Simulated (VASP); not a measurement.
Here is a VASP 6.6.1 calculation.

File INCAR:

```
SYSTEM = Mo
ALGO = Fast
EDIFF = 1E-6
ENCUT = 520
GGA = PE
ISIF = 2
ISMEAR = 0
LASPH = .TRUE.
LCHARG = .TRUE.
LELF = .TRUE.
LREAL = .FALSE.
LVHAR = .TRUE.
LWAVE = .FALSE.
NBANDS = 66
NELM = 80
PREC = Accurate
SIGMA = 0.15
```

Contents of KPOINTS:

```
k-points
0
G
  12 12 12
  0 0 0
```

POSCAR

```
Mo
1.0
   -3.1420000000     -3.1420000000      3.1420000000
   -3.1420000000      3.1420000000     -3.1420000000
    3.1420000000     -3.1420000000     -3.1420000000
Mo
8
Direct
    0.5318268619      0.5318268619      0.5000000000
    0.0000000000      0.5000000000      0.5000000000
    0.5000000000      0.0000000000      0.5000000000
    0.0000000000      0.0000000000      0.5000000000
    0.5000000000      0.5000000000      0.0000000000
    0.0000000000      0.5000000000      0.0000000000
    0.5000000000      0.0000000000      0.0000000000
    0.0000000000      0.0000000000      0.0000000000
```

Potentials or basis: VASP PAW PBE potentials, release 64 (Mo_sv).

Run with:

```bash
$ cat potpaw_PBE.64/Mo_sv/POTCAR > POTCAR
$ mpirun -np 1 vasp_std > vasp.out
```

(1) What does it give for the band gap on the k mesh?

(2) Predict the pressure.

## Answers

(1) zero (bands 56 and 57 overlap by 2.33 eV).

(2) 6.5 GPa.

Caveat: the cell differs from its parent crystal (atom 1 (Mo) moved -0.200 Å along Cartesian [1 0 0]); the cell stands under pressure; forces of over 1 eV/Å act on the atoms, so gaps and moduli don't describe the material at rest.
